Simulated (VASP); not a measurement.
BN (rocksalt type):

```xyz
2
Lattice="0.0000 1.5503 1.5503 1.5503 0.0000 1.5503 1.5503 1.5503 0.0000" Properties=species:S:1:pos:R:3 pbc="T T T"
B     0.0000    0.0000    0.0000
N     1.5503    1.5503    1.5503
```

This cell differs from its parent crystal: volume scaled by 0.72.

Base run:

| Property | Result |
| --- | --- |
| Program | VASP 6.6.1 |
| Functional | LDA |
| Potentials or basis | VASP PAW LDA potentials, release 64 (B, N) |
| Cutoff | 600 eV |
| k mesh | 15 × 15 × 15 |
| Occupations | fermi-dirac, width 0.05 eV |
| Spin | no spin polarisation |

Its results: band gap on the k mesh 4.56 eV, indirect (least direct gap 7.08 eV); pressure 254.9 GPa.

Question: The run is repeated on the same cell with these changes: cutoff from 600 eV to 520 eV. What comes out?

Answer: Band gap on the k mesh 4.56 eV, indirect (least direct gap 7.08 eV); pressure 255.3 GPa.

A k mesh can miss the band edges.
